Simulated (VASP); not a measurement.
A run of VASP 6.6.1 is set up as follows.

Contents of INCAR:

```
SYSTEM = AlNi
  ALGO = Fast
  EDIFF = 1E-7
  ENCUT = 520
  GGA = PE
  ISIF = 2
  ISMEAR = 0
  LASPH = .True.
  LCHARG = .False.
  LREAL = .False.
  LWAVE = .False.
  NBANDS = 21
  NELM = 80
  PREC = Accurate
  SIGMA = 0.15
```

Contents of KPOINTS:

```
k-points
0
Gamma
  12 12 6
  0 0 0
```

Contents of POSCAR:

```
AlNi
1.0
    2.8930835342      0.0000000000      0.0000000000
    0.0000000000      2.8930835342      0.0000000000
    0.0000000000      0.0000000000      5.7861670685
Al Ni
2 2
Direct
   -0.0133865938      0.0368002529      0.4973818082
    0.0133865938     -0.0368002529      0.0026181918
    0.4755449430      0.5416112494      0.2623411028
    0.5244550570      0.4583887506      0.7376588972
```

Potentials or basis: VASP PAW PBE potentials, release 64 (Al, Ni).

Launch:

```bash
$ cat potpaw_PBE.64/Al/POTCAR potpaw_PBE.64/Ni/POTCAR > POTCAR
$ mpirun -np 1 vasp_std > vasp.out
```

**Question.** Predict the pressure.

**Answer.** 2.7 GPa.

**Question.** Predict the band gap on the k mesh.

**Answer.** Zero (bands 13 and 14 overlap by 2.72 eV).

Forces on the atoms (eV/Å):
```
Al   0.354 -0.837 -0.129
Al  -0.274  0.624 -0.428
Ni   0.430 -0.623 -0.367
Ni  -0.510  0.836  0.925
```

Caveat: forces of over 1 eV/Å act on the atoms, so gaps and moduli don't describe the material at rest. Spin polarisation is off, so any magnetic state and its effect on volume and gap are missing.
